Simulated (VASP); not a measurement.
# BiPd (Sobolevskite) (P6_3/mmc) in VASP: further runs

Runs on BiPd (Sobolevskite). Level: LDA. Tasks: single point, relaxation of volume and atoms at fixed shape.

Program: VASP 6.6.1. These are calculated values, not measurements. Logs are shortened: lines on timing, memory, paths and dates and some standing lists are left out, and cuts for length are marked.

## 1. The cell of the first run

Symmetry: P6_3/mmc, No. 194, hexagonal system. Conventional cell: a = 4.198 Å, b = 4.198 Å, c = 5.647 Å, α = 90.00°, β = 90.00°, γ = 120.00°. Within 3.7 Å of Bi (site symmetry -6m2) lie 6 Pd at 2.81 Å. Within 3.7 Å of Pd (site symmetry -3m) lie 6 Bi at 2.81 Å and 2 Pd at 2.82 Å.

## 2. Single point, LDA

Input file INCAR:

```
ALGO = Normal ; EDIFF = 1E-6
ENCUT = 520 ; GGA = CA
ISIF = 2 ; ISMEAR = -1
LASPH = True ; LCHARG = False
LREAL = False ; LWAVE = False
NBANDS = 33 ; NELM = 80
PREC = Accurate ; SIGMA = 0.05
```

Input file KPOINTS:

```
k-points
0
Gamma
  6 6 4
```

Input file POSCAR:

```
BiPd
1.0
    4.1983786548      0.0000000000      0.0000000000
   -2.0991893274      3.6359025698      0.0000000000
    0.0000000000      0.0000000000      5.6474644301
Bi Pd
2 2
Direct
    0.3333333333      0.6666666667      0.2500000000
    0.6666666667      0.3333333333      0.7500000000
    0.0000000000      0.0000000000      0.0000000000
    0.0000000000      0.0000000000      0.5000000000
```

Potentials or basis: VASP PAW LDA potentials, release 64 (Bi_d, Pd).

On the command line:

```
$ cat potpaw_LDA.64/Bi_d/POTCAR potpaw_LDA.64/Pd/POTCAR > POTCAR
$ mpirun -np 1 vasp_std > vasp.out
```

OUTCAR:

```text
EDIFF = 1E-6
   ENCUT = 520
   GGA = CA
   ISIF = 2
   ISMEAR = -1
   LASPH = True
   LREAL = False
   NELM = 80
   PREC = Accurate

 ion  position               nearest neighbor table
   1  0.333  0.667  0.250-   3 2.81   4 2.81   3 2.81   4 2.81   3 2.81   4 2.81   2 3.72   2 3.72
                             2 3.72   2 3.72   2 3.72   2 3.72
   2  0.667  0.333  0.750-   3 2.81   4 2.81   3 2.81   4 2.81   3 2.81   4 2.81   1 3.72   1 3.72
                             1 3.72   1 3.72   1 3.72   1 3.72
   3  0.000  0.000  0.000-   1 2.81   2 2.81   2 2.81   1 2.81   2 2.81   1 2.81   4 2.82   4 2.82

   4  0.000  0.000  0.500-   1 2.81   2 2.81   2 2.81   1 2.81   2 2.81   1 2.81   3 2.82   3 2.82

  LATTYP: Found a hexagonal cell.
 ALAT       =     4.1983786548
 C/A-ratio  =     1.3451536639

  Lattice vectors:

 A1 = (   4.1983786548,   0.0000000000,   0.0000000000)
 A2 = (  -2.0991893274,   3.6359025698,   0.0000000000)
 A3 = (   0.0000000000,   0.0000000000,   5.6474644301)

Analysis of symmetry for initial positions (statically):
=====================================================================
 Subroutine PRICEL returns:
 Original cell was already a primitive cell.

 Routine SETGRP: Setting up the symmetry group for a
 hexagonal supercell.

 Subroutine GETGRP returns: Found 24 space group operations
 (whereof 12 operations were pure point group operations)
 out of a pool of 24 trial point group operations.

The static configuration has the point symmetry D_3d.
 The point group associated with its full space group is D_6h.

Analysis of symmetry for dynamics (positions and initial velocities):
=====================================================================
 Subroutine PRICEL returns:
 Original cell was already a primitive cell.

 Routine SETGRP: Setting up the symmetry group for a
 hexagonal supercell.

 Subroutine GETGRP returns: Found 24 space group operations
 (whereof 12 operations were pure point group operations)
 out of a pool of 24 trial point group operations.

The dynamic configuration has the point symmetry D_3d.
 The point group associated with its full space group is D_6h.

 Subroutine INISYM returns: Found 24 space group operations
 (whereof 12 operations are pure point group operations),
 and found     1 'primitive' translations

----------------------------------------------------------------------------------------

                                     Primitive cell

  volume of cell :      86.2080

  direct lattice vectors                    reciprocal lattice vectors
     4.198378655  0.000000000  0.000000000     0.238187187  0.137517436  0.000000000
    -2.099189327  3.635902570  0.000000000     0.000000000  0.275034873  0.000000000
     0.000000000  0.000000000  5.647464430     0.000000000  0.000000000  0.177070615

  length of vectors
     4.198378655  4.198378655  5.647464430     0.275034873  0.275034873  0.177070615

  position of ions in fractional coordinates (direct lattice)
     0.333333333  0.666666667  0.250000000
     0.666666667  0.333333333  0.750000000
     0.000000000  0.000000000  0.000000000
     0.000000000  0.000000000  0.500000000

  ion indices of the primitive-cell ions
   primitive index   ion index
                 1           1
                 2           2
                 3           3
                 4           4

----------------------------------------------------------------------------------------

 KPOINTS: k-points

Automatic generation of k-mesh.
 Grid dimensions read from file:
 generate k-points for:    6    6    4

 Generating k-lattice:

  Cartesian coordinates                     Fractional coordinates (reciprocal lattice)
     0.039697864  0.022919573  0.000000000     0.166666667  0.000000000  0.000000000
     0.000000000  0.045839145  0.000000000     0.000000000  0.166666667  0.000000000
     0.000000000  0.000000000  0.044267654     0.000000000  0.000000000  0.250000000

  Length of vectors
     0.045839145  0.045839145  0.044267654

  Shift w.r.t. Gamma in fractional coordinates (k-lattice)
     0.000000000  0.000000000  0.000000000

 Subroutine IBZKPT returns following result:
 ===========================================

 Found     21 irreducible k-points:

 Following reciprocal coordinates:
            Coordinates               Weight
  0.000000  0.000000  0.000000      1.000000
  0.166667  0.000000  0.000000      6.000000
  0.333333  0.000000  0.000000      6.000000
  0.500000  0.000000  0.000000      3.000000
  0.166667  0.166667  0.000000      6.000000
  0.333333  0.166667  0.000000     12.000000
[... 13 lines left out ...]
  0.333333  0.166667  0.500000     12.000000
  0.333333  0.333333  0.500000      2.000000
   k-points           NKPTS =     21   k-points in BZ     NKDIM =     21   number of bands    NBANDS=     33
   number of dos      NEDOS =    301   number of ions     NIONS =      4
   total plane-waves  NPLWV =  43008
   dimension x,y,z NGX =    32 NGY =   32 NGZ =   42
   dimension x,y,z NGXF=    64 NGYF=   64 NGZF=   84
   ions per type =               2   2
   NGX,Y,Z   is equivalent  to a cutoff of  12.67, 12.67, 12.36 a.u.
   NGXF,Y,Z  is equivalent  to a cutoff of  25.34, 25.34, 24.73 a.u.
 SYSTEM =  unknown system
   PREC   = accura    normal or accurate (medium, high low for compatibility)
   ISTART =      0    job   : 0-new  1-cont  2-samecut
   ICHARG =      2    charge: 1-file 2-atom 10-const
   ISPIN  =      1    spin polarized calculation?
   LNONCOLLINEAR =      F non collinear calculations
   LSORBIT =      F    spin-orbit coupling
   LASPH  =      T    aspherical Exc in radial PAW
   ENCUT  =  520.0 eV  38.22 Ry    6.18 a.u.   7.81  7.81 10.50*2*pi/ulx,y,z
   NELM   =     80;   NELMIN=  2; NELMDL= -5     # of ELM steps
   EDIFF  = 0.1E-05   stopping-criterion for ELM
   LREAL  =      F    real-space projection
   EDIFFG = 0.1E-04   stopping-criterion for IOM
   NSW    =      0    number of steps for IOM
   IBRION =     -1    ionic relax: 0-MD 1-quasi-New 2-CG
   NFREE  =      0    steps in history (QN), initial steepest desc. (CG)
   ISIF   =      2    stress and relaxation
   ISYM   =      2    0-nonsym 1-usesym 2-fastsym
   POTIM  = 0.5000    time-step for ionic-motion
   TEBEG  =    0.0;   TEEND  =   0.0 temperature during run
   PSTRESS=    0.0 pullay stress
   NELECT =      50.0000    total number of electrons
   NUPDOWN=      -1.0000    fix difference up-down
   EMIN   =  10.00;   EMAX   =-10.00  energy-range for DOS
   EFERMI =   0.00;   METHOD = LEGACY
   ISMEAR =    -1;   SIGMA  =   0.05  broadening in eV -4-tet -1-fermi 0-gaus
   EFERMI_NEDOS =   21; number of points for ismear=-14 and -15
   IALGO  =     38    algorithm
   IMIX   =      4    mixing-type and parameters
     AMIX     =   0.40;   BMIX     =  1.00
     AMIX_MAG =   1.60;   BMIX_MAG =  1.00
  volume/ion in A,a.u.               =      21.55       145.44
  Fermi-wavevector in a.u.,A,eV,Ry     =   1.365261  2.579969 25.360414  1.863938
  Thomas-Fermi vector in A             =   2.491505
   LORBIT       =      0    0 simple, 1 ext, 2 COOP (PROOUT), +10 PAW based schemes
   GGA     = CA    functional components
   LHFCALC =     F    Hartree Fock is set to
   AEXX    =    0.0000 exact exchange contribution
   IVDW    =     0    specifies the selected vdW correction
   LEPSILON=     F    determine dielectric tensor
   LRPA    =     F    only Hartree local field effects (RPA)
 non-spin polarized calculation
  energy-cutoff  :      520.00
  volume of cell :       86.21
 maximum number of plane-waves:      2362
 NGX is ok and might be reduce to    32
   NGX = 15   NGY = 15   NGZ = 21

 number of electron      49.9999989 magnetization

 Free energy of the ion-electron system (eV)
  ---------------------------------------------------
  ext. energy  EPLUGINS =         0.00000000
  ---------------------------------------------------
  free energy    TOTEN  =       -23.44442164 eV

  energy without entropy =      -23.42623144  energy(sigma->0) =      -23.43532654

 E-fermi :   9.0704     XC(G=0): -11.7472

 val. band max:        9.0356282904   @ k =   0.1667   0.0000   0.0000
 cond. band min:       9.1382026080   @ k =   0.3333   0.1667   0.0000
 fundamental gap:      0.1025743176
 Fermi energy:         9.0703797844

 k-point     1 :       0.0000    0.0000    0.0000
  band No.  band energies     occupation
      1     -13.6788      2.00000
      2     -13.6788      2.00000
      3     -13.6371      2.00000
      4     -13.6371      2.00000
      5     -13.6276      2.00000
      6     -13.6276      2.00000
[... 25 lines left out ...]
     32      15.4944      0.00000
     33      17.3507      0.00000

 k-point     2 :       0.1667    0.0000    0.0000
  band No.  band energies     occupation
      1     -13.6783      2.00000
      2     -13.6722      2.00000
      3     -13.6442      2.00000
      4     -13.6342      2.00000
      5     -13.6302      2.00000
      6     -13.6221      2.00000
[... 25 lines left out ...]
     32      15.8956      0.00000
     33      16.5895      0.00000

 k-point     3 :       0.3333    0.0000    0.0000
  band No.  band energies     occupation
      1     -13.6773      2.00000
      2     -13.6678      2.00000
      3     -13.6581      2.00000
      4     -13.6300      2.00000
      5     -13.6165      2.00000
      6     -13.6116      2.00000
[... 25 lines left out ...]
     32      15.6947      0.00000
     33      17.6780      0.00000

 k-point     4 :       0.5000    0.0000    0.0000
  band No.  band energies     occupation
      1     -13.6768      2.00000
      2     -13.6724      2.00000
      3     -13.6650      2.00000
      4     -13.6246      2.00000
      5     -13.6104      2.00000
      6     -13.6095      2.00000
[... 565 lines left out ...]
     32      15.9070      0.00000
     33      17.8669      0.00000

 k-point    20 :       0.3333    0.1667    0.5000
  band No.  band energies     occupation
      1     -13.6597      2.00000
      2     -13.6597      2.00000
      3     -13.6427      2.00000
      4     -13.6427      2.00000
      5     -13.6269      2.00000
      6     -13.6269      2.00000
[... 25 lines left out ...]
     32      16.8884      0.00000
     33      18.0166      0.00000

 k-point    21 :       0.3333    0.3333    0.5000
  band No.  band energies     occupation
      1     -13.6572      2.00000
      2     -13.6572      2.00000
      3     -13.6396      2.00000
      4     -13.6396      2.00000
      5     -13.6190      2.00000
      6     -13.6190      2.00000
[... 25 lines left out ...]
     32      16.4255      0.00000
     33      18.3184      0.00000

------------------------ aborting loop because EDIFF is reached ----------------------------------------

  FORCE on cell =-STRESS in cart. coord.  units (eV):
  Direction    XX          YY          ZZ          XY          YZ          ZX
  --------------------------------------------------------------------------------------
  -------------------------------------------------------------------------------------
  Total        0.3792565      0.3792565     -0.2224911      0.0000000      0.0000000     -0.0000000
  in kB        7.0484937      7.0484937     -4.1350032      0.0000000      0.0000000     -0.0000000
  external PRESSURE =       3.3206614 kB  Pullay stress =       0.0000000 kB

 VOLUME and BASIS-vectors are now :
 -----------------------------------------------------------------------------
  energy-cutoff  :      520.00
  volume of cell :       86.21
      direct lattice vectors                 reciprocal lattice vectors
     4.198378655  0.000000000  0.000000000     0.238187187  0.137517436  0.000000000
    -2.099189327  3.635902570  0.000000000     0.000000000  0.275034873  0.000000000
     0.000000000  0.000000000  5.647464430     0.000000000  0.000000000  0.177070615

 POSITION                                       TOTAL-FORCE (eV/Angst)
 -----------------------------------------------------------------------------------
     -0.00000      2.42394      1.41187         0.000000     -0.000000      0.000000
      2.09919      1.21197      4.23560        -0.000000      0.000000      0.000000
      0.00000      0.00000      0.00000         0.000000     -0.000000      0.000000
      0.00000      0.00000      2.82373         0.000000     -0.000000      0.000000
 -----------------------------------------------------------------------------------
    total drift:                               -0.000000      0.000000     -0.000000

  FREE ENERGIE OF THE ION-ELECTRON SYSTEM (eV)
  ---------------------------------------------------
  free  energy   TOTEN  =       -23.4444216433 eV

  energy  without entropy=      -23.4262314408  energy(sigma->0) =      -23.43532654
```

Run time: 26 s. Hardware: 1 thread of AMD EPYC 9R45 (Zen 5), shared host; peak memory 0.16 GiB.

Results:

```yaml
Free_energy: -23.4444 eV
Pressure: 0.3 GPa
Band_gap_on_the_k_mesh: zero (band 25 reaches 11.61 eV, above the bottom of band 26 at 7.53 eV)
```

Stress tensor (GPa, compression positive):
```
 0.70  0.00  0.00
 0.00  0.70  0.00
 0.00  0.00 -0.41
```

Levels at points of the mesh, in eV from the Fermi level:
| k point | band 23 | band 24 | band 25 | band 26 | band 27 | band 28 |
| --- | --- | --- | --- | --- | --- | --- |
| (0.00, 0.00, 0.00) | 0.12 | 0.98 | 0.98 | 3.06 | 3.20 | 3.34 |
| (0.50, 0.00, 0.00) | -2.03 | -2.01 | -2.01 | -1.19 | 1.83 | 4.33 |
| (0.00, 0.00, 0.50) | -0.75 | -0.75 | 2.54 | 2.54 | 2.54 | 2.54 |
| (0.50, 0.00, 0.50) | -2.42 | -2.42 | 0.78 | 0.78 | 1.68 | 1.68 |

Caveat: spin-orbit coupling is left out, which moves the levels of the heavy elements.

(Part 1 of 2 ends here.)
